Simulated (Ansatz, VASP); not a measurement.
# HfN: VASP beside Ansatz

```
Hf N
1.0
     0.00000    2.26330    2.26330
     2.26330    0.00000    2.26330
     2.26330    2.26330    0.00000
Hf N
1 1
Direct
  0.00000 0.00000 0.00000
  0.50000 0.50000 0.50000
```

Alike in both runs: functional r2SCAN; k mesh 16 × 16 × 16; occupations fermi-dirac, width 0.15 eV; no spin polarisation.

Ansatz relaxed the structure, and its values are those at the end. VASP's run is a single point on that final structure, the one shown.

```csv
,VASP,Ansatz
version,VASP 6.6.1,Ansatz 0.2.0
potentials or method,"VASP PAW PBE potentials, release 64 (Hf_pv, N), cutoff 520 eV","scalar-relativistic, plane waves, PAW"
valence electrons in the cell,15,31
```

VASP gave:

| Property | Result |
| --- | --- |
| gap on the k mesh at the Fermi level (eV) | none |
| pressure (GPa) | -2.7 |

**Question.** Which values does Ansatz return?

**Answer.** gap on the k mesh at the Fermi level (eV): none; pressure (GPa): 0.0.

VASP's potentials were made for PBE, not for r2SCAN. A gap of «none» marks a metal or a gap that the smearing closes. VASP's potentials hold 15 valence electrons a cell and Ansatz's 31, so a difference there can come from the potentials and not from the codes.

Neither program's run includes spin-orbit coupling.
